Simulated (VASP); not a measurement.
# CdTe (I-4m2) in VASP: a series of runs

Runs on CdTe. Level: LDA. Tasks: single point.

All numbers are computed with VASP 6.6.1; they aren't measurements. Logs are shortened: lines on timing, memory, paths and dates and some standing lists are left out, and cuts for length are marked.

## 1. The cell of the first run

It takes space group I-4m2 (No. 119, tetragonal). Conventional cell: a = 4.487 Å, b = 4.487 Å, c = 6.499 Å, α = 90.00°, β = 90.00°, γ = 90.00°. Cd (site symmetry -4m2) has 4 Te at 2.77 Å within 3.7 Å. Within 3.7 Å of Te (site symmetry -4m2) lie 4 Cd at 2.77 Å.

## 2. Single point, LDA (in-plane strain -0.01, then relaxed in part)

INCAR

```
ALGO     = Normal         # electronic algorithm
EDIFF    = 1E-6           # SCF threshold, eV
ENCUT    = 520            # plane-wave cutoff, eV
GGA      = CA             # functional
ISIF     = 2              # what is computed and relaxed
ISMEAR   = 0              # smearing method
LASPH    = T              # aspherical terms in the spheres
LCHARG   = F              # write CHGCAR
LREAL    = F              # projectors in reciprocal space
LWAVE    = F              # write WAVECAR
NBANDS   = 16             # bands
NELM     = 80             # most SCF steps
PREC     = Accurate       # precision mode
SIGMA    = 0.01           # smearing width, eV
```

KPOINTS

```
k-points
0
Gamma
  6 6 6
```

POSCAR

```
CdTe
1.0
    3.1729500000      3.1729500000      0.0000000000
   -3.1729500000      3.1729500000      0.0000000000
    0.0000000000      3.1729500000      3.2494614741
Cd Te
1 1
Direct
    0.0000000000      0.0000000000      0.0000000000
    0.7500000000      0.2500000000      0.5000000000
```

Potentials or basis: VASP PAW LDA potentials, release 64 (Cd, Te).

On the command line:

```
$ cat potpaw_LDA.64/Cd/POTCAR potpaw_LDA.64/Te/POTCAR > POTCAR
$ mpirun -np 1 vasp_std > vasp.out
```

OUTCAR:

```text
EDIFF = 1E-6
   ENCUT = 520
   GGA = CA
   ISIF = 2
   ISMEAR = 0
   LASPH = T
   LREAL = F
   NELM = 80
   PREC = Accurate

 ion  position               nearest neighbor table
   1  0.000  0.000  0.000-   2 2.77   2 2.77   2 2.77   2 2.77
   2  0.750  0.250  0.500-   1 2.77   1 2.77   1 2.77   1 2.77

  LATTYP: Found a body centered tetragonal cell.
 ALAT       =     4.4872289227
 C/A-ratio  =     1.4483154437

  Lattice vectors:

 A1 = (   3.1729500000,   0.0000000000,  -3.2494614741)
 A2 = (  -3.1729500000,   0.0000000000,  -3.2494614741)
 A3 = (   0.0000000000,   3.1729500000,   3.2494614741)

Analysis of symmetry for initial positions (statically):
=====================================================================
 Subroutine PRICEL returns:
 Original cell was already a primitive cell.

 Routine SETGRP: Setting up the symmetry group for a
 body centered tetragonal supercell.

 Subroutine GETGRP returns: Found  8 space group operations
 (whereof  8 operations were pure point group operations)
 out of a pool of 16 trial point group operations.

The static configuration has the point symmetry D_2d.

Analysis of symmetry for dynamics (positions and initial velocities):
=====================================================================
 Subroutine PRICEL returns:
 Original cell was already a primitive cell.

 Routine SETGRP: Setting up the symmetry group for a
 body centered tetragonal supercell.

 Subroutine GETGRP returns: Found  8 space group operations
 (whereof  8 operations were pure point group operations)
 out of a pool of 16 trial point group operations.

The dynamic configuration has the point symmetry D_2d.

 Subroutine INISYM returns: Found  8 space group operations
 (whereof  8 operations are pure point group operations),
 and found     1 'primitive' translations

----------------------------------------------------------------------------------------

                                     Primitive cell

  volume of cell :      65.4286

  direct lattice vectors                    reciprocal lattice vectors
     3.172950000  3.172950000  0.000000000     0.157582061  0.157582061 -0.153871650
    -3.172950000  3.172950000  0.000000000    -0.157582061  0.157582061 -0.153871650
     0.000000000  3.172950000  3.249461474     0.000000000  0.000000000  0.307743301
[... 76 lines left out ...]
   ISTART =      0    job   : 0-new  1-cont  2-samecut
   ICHARG =      2    charge: 1-file 2-atom 10-const
   ISPIN  =      1    spin polarized calculation?
   LNONCOLLINEAR =      F non collinear calculations
   LSORBIT =      F    spin-orbit coupling
   LASPH  =      T    aspherical Exc in radial PAW
   ENCUT  =  520.0 eV  38.22 Ry    6.18 a.u.   8.34  8.34  8.44*2*pi/ulx,y,z
   NELM   =     80;   NELMIN=  2; NELMDL= -5     # of ELM steps
   EDIFF  = 0.1E-05   stopping-criterion for ELM
   LREAL  =      F    real-space projection
   EDIFFG = 0.1E-04   stopping-criterion for IOM
   NSW    =      0    number of steps for IOM
   IBRION =     -1    ionic relax: 0-MD 1-quasi-New 2-CG
   NFREE  =      0    steps in history (QN), initial steepest desc. (CG)
   ISIF   =      2    stress and relaxation
   ISYM   =      2    0-nonsym 1-usesym 2-fastsym
   POTIM  = 0.5000    time-step for ionic-motion
   TEBEG  =    0.0;   TEEND  =   0.0 temperature during run
   PSTRESS=    0.0 pullay stress
   NELECT =      18.0000    total number of electrons
   NUPDOWN=      -1.0000    fix difference up-down
   EMIN   =  10.00;   EMAX   =-10.00  energy-range for DOS
   EFERMI =   0.00;   METHOD = LEGACY
   ISMEAR =     0;   SIGMA  =   0.01  broadening in eV -4-tet -1-fermi 0-gaus
   EFERMI_NEDOS =   21; number of points for ismear=-14 and -15
   IALGO  =     38    algorithm
   IMIX   =      4    mixing-type and parameters
     AMIX     =   0.40;   BMIX     =  1.00
     AMIX_MAG =   1.60;   BMIX_MAG =  1.00
  volume/ion in A,a.u.               =      32.71       220.77
  Fermi-wavevector in a.u.,A,eV,Ry     =   1.064739  2.012064 15.424497  1.133669
  Thomas-Fermi vector in A             =   2.200267
   LORBIT       =      0    0 simple, 1 ext, 2 COOP (PROOUT), +10 PAW based schemes
   GGA     = CA    functional components
   LHFCALC =     F    Hartree Fock is set to
   AEXX    =    0.0000 exact exchange contribution
   IVDW    =     0    specifies the selected vdW correction
   LEPSILON=     F    determine dielectric tensor
   LRPA    =     F    only Hartree local field effects (RPA)
 non-spin polarized calculation
 Gauss-broadening in eV      SIGMA  =   0.01
  energy-cutoff  :      520.00
  volume of cell :       65.43
 maximum number of plane-waves:      1793
 NGX is ok and might be reduce to    36
   NGX = 17   NGY = 17   NGZ = 17

 number of electron      17.9999997 magnetization

 Free energy of the ion-electron system (eV)
  ---------------------------------------------------
  ext. energy  EPLUGINS =         0.00000000
  ---------------------------------------------------
  free energy    TOTEN  =        -6.04175319 eV

  energy without entropy =       -6.04175319  energy(sigma->0) =       -6.04175319

 E-fermi :   2.6094     XC(G=0):  -9.1167

 val. band max:        2.5589584281   @ k =   0.0000   0.0000   0.0000
 cond. band min:       3.1990124652   @ k =   0.0000   0.0000   0.0000
 fundamental gap:      0.6400540371
 Fermi energy:         2.6093636606

 k-point     1 :       0.0000    0.0000    0.0000
  band No.  band energies     occupation
      1      -8.9418      2.00000
      2      -5.9135      2.00000
      3      -5.9077      2.00000
      4      -5.9077      2.00000
      5      -5.6190      2.00000
      6      -5.6129      2.00000
[... 433 lines left out ...]
      3      -5.7776      2.00000
      4      -5.6450      2.00000
      5      -5.6134      2.00000
      6      -5.0715      2.00000
[... 8 lines left out ...]
     15      12.9538      0.00000
     16      13.6943      0.00000

 [... further k-points ...]
[... 5 lines left out ...]
  --------------------------------------------------------------------------------------
  -------------------------------------------------------------------------------------
  Total        0.2872333      0.2872333      0.1024997      0.0000000      0.0000000      0.0000000
  in kB        7.0335976      7.0335976      2.5099516      0.0000000      0.0000000      0.0000000
  external PRESSURE =       5.5257156 kB  Pullay stress =       0.0000000 kB

 VOLUME and BASIS-vectors are now :
 -----------------------------------------------------------------------------
  energy-cutoff  :      520.00
  volume of cell :       65.43
      direct lattice vectors                 reciprocal lattice vectors
     3.172950000  3.172950000  0.000000000     0.157582061  0.157582061 -0.153871650
    -3.172950000  3.172950000  0.000000000    -0.157582061  0.157582061 -0.153871650
     0.000000000  3.172950000  3.249461474     0.000000000  0.000000000  0.307743301

 POSITION                                       TOTAL-FORCE (eV/Angst)
 -----------------------------------------------------------------------------------
      0.00000      0.00000      0.00000         0.000000      0.000000      0.000000
      1.58648      4.75943      1.62473        -0.000000     -0.000000      0.000000
 -----------------------------------------------------------------------------------
    total drift:                                0.000000     -0.000000      0.000000

  FREE ENERGIE OF THE ION-ELECTRON SYSTEM (eV)
  ---------------------------------------------------
  free  energy   TOTEN  =        -6.0417531877 eV

  energy  without entropy=       -6.0417531877  energy(sigma->0) =       -6.04175319
```

Wall time 19 s (1 thread of Intel Xeon 6975P-C, shared host); peak memory 0.19 GiB.

Results:

* Free energy: -6.0418 eV
* Pressure: 0.6 GPa
* Band gap on the k mesh: 0.64 eV, direct

Stress tensor (GPa, compression positive):
```
0.70 0.00 0.00
0.00 0.70 0.00
0.00 0.00 0.25
```

Caveat: the cell differs from its parent crystal (in-plane strain -0.01, then relaxed in part); spin-orbit coupling is left out, which moves the levels of the heavy elements.

## 3. Single point, LDA (in-plane strain -0.01)

INCAR

```
SYSTEM = CdTe
  PREC = Accurate
  ENCUT = 520
  EDIFF = 1E-7
  ISMEAR = 0
  SIGMA = 0.01
  LREAL = .False.
  LASPH = .True.
  NELM = 80
  ALGO = Normal
  ISIF = 2
  LWAVE = .False.
  LCHARG = .False.
  GGA = CA
  NBANDS = 16
```

KPOINTS

```
regular mesh
0
Gamma
  6 6 6
  0 0 0
```

Edit POSCAR of step 2 so:

```diff
@@ -4,3 +4,3 @@
    -3.1729500000      3.1729500000      0.0000000000
-    0.0000000000      3.1729500000      3.2494614741
+    0.0000000000      3.1729500000      3.2242300000
 Cd Te
```

Potentials or basis: VASP PAW LDA potentials, release 64 (Cd, Te).

On the command line:

```
$ cat potpaw_LDA.64/Cd/POTCAR potpaw_LDA.64/Te/POTCAR > POTCAR
$ mpirun -np 1 vasp_std > vasp.out
```

Run time: 21 s. Hardware: 1 thread of Intel Xeon 6975P-C, shared host; peak memory 0.18 GiB.

Results (log left out):

- Free energy: -6.0401 eV
- Pressure: 0.9 GPa
- Band gap on the k mesh: 0.67 eV, direct

Stress tensor (GPa, compression positive):
```
1.04 0.00 0.00
0.00 1.04 0.00
0.00 0.00 0.75
```

Levels at points of the mesh, in eV from the valence-band top:
```csv
k point,band 7,band 8,band 9,band 10,band 11,band 12
"(0.00, 0.00, 0.00)",-0.06,0.00,0.00,0.67,4.44,4.44
"(0.50, 0.00, 0.00)",-4.80,-0.92,-0.84,1.68,5.01,5.10
"(0.50, 0.50, 0.00)",-4.61,-2.11,-2.09,2.29,2.47,8.92
"(0.00, 0.00, 0.50)",-4.69,-2.03,-2.03,2.36,2.60,8.80
```

Caveat: the cell differs from its parent crystal (in-plane strain -0.01); spin-orbit coupling is left out, which moves the levels of the heavy elements.
